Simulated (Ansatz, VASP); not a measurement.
## Two plane-wave programs on B5W

```
CELL_PARAMETERS angstrom
2.95638 0.00000 0.00000
0.00000 2.95638 0.00000
0.00000 0.00000 5.97261
ATOMIC_POSITIONS crystal
B 0.50000 0.50000 0.70475
B 0.50000 0.50000 0.29525
B 0.50000 0.00000 0.50000
B 0.00000 0.50000 0.50000
B 0.50000 0.50000 0.00000
W 0.00000 0.00000 0.00000
```

Alike in both runs: functional PBE; k mesh 12 × 12 × 6; occupations gaussian, width 0.1 eV; no spin polarisation.

Ansatz relaxed the structure, and its values are those at the end. VASP's run is a single point on that final structure, the one shown.

|  | VASP | Ansatz |
| --- | --- | --- |
| version | VASP 6.6.1 | Ansatz 0.2.0 |
| potentials or method | VASP PAW PBE potentials, release 64 (B, W_sv), cutoff 520 eV | scalar-relativistic, plane waves, PAW |
| valence electrons in the cell | 29 | 29 |

Ansatz gave:

| Property | Result |
| --- | --- |
| gap on the k mesh at the Fermi level (eV) | none |
| pressure (GPa) | 0.0 |

Question: What did VASP give for the same quantities?

Answer: gap on the k mesh at the Fermi level (eV): none; pressure (GPa): 0.2.

A gap of «none» marks a metal or a gap that the smearing closes.

Spin-orbit coupling is off throughout.
